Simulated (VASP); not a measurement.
ZrS, 2 atoms in the cell. Symmetry: Fm-3m, No. 225, cubic system. Conventional cell: a = 5.250 Å, b = 5.250 Å, c = 5.250 Å, α = 90.00°, β = 90.00°, γ = 90.00°. Within 3.5 Å of Zr (site symmetry m-3m) lie 6 S at 2.62 Å. Within 3.5 Å of S (site symmetry m-3m) lie 6 Zr at 2.62 Å. 

- Program: VASP 6.6.1
- Task: single point
- Functional: r2SCAN
- Potentials or basis: VASP PAW PBE potentials, release 64 (Zr_sv, S)
- Cutoff: 520 eV
- k mesh: 18 × 18 × 18
- Occupations: gaussian, width 0.15 eV
- Spin: no spin polarisation
- Dipole correction: no
- Further INCAR settings: ALGO = Normal; EDIFF = 1e-06; NBANDS = 16

Potentials or basis: VASP PAW PBE potentials, release 64 (Zr_sv, S).

Run with:

```sh
$ cat potpaw_PBE.64/Zr_sv/POTCAR potpaw_PBE.64/S/POTCAR > POTCAR
$ cp INCAR.step1 INCAR
$ mpirun -np 1 vasp_std > vasp.out
$ cp INCAR.step2 INCAR
$ mpirun -np 1 vasp_std > vasp.out
```

Hardware: 1 thread of Intel Xeon 8259CL, with other jobs on the host.

**Question.** Estimate the wall time of this run.

**Answer.** Wall time 7.6 min on 1 thread of Intel Xeon 8259CL, with other jobs on the host, peak memory 0.25 GiB. Counts: k points 195.
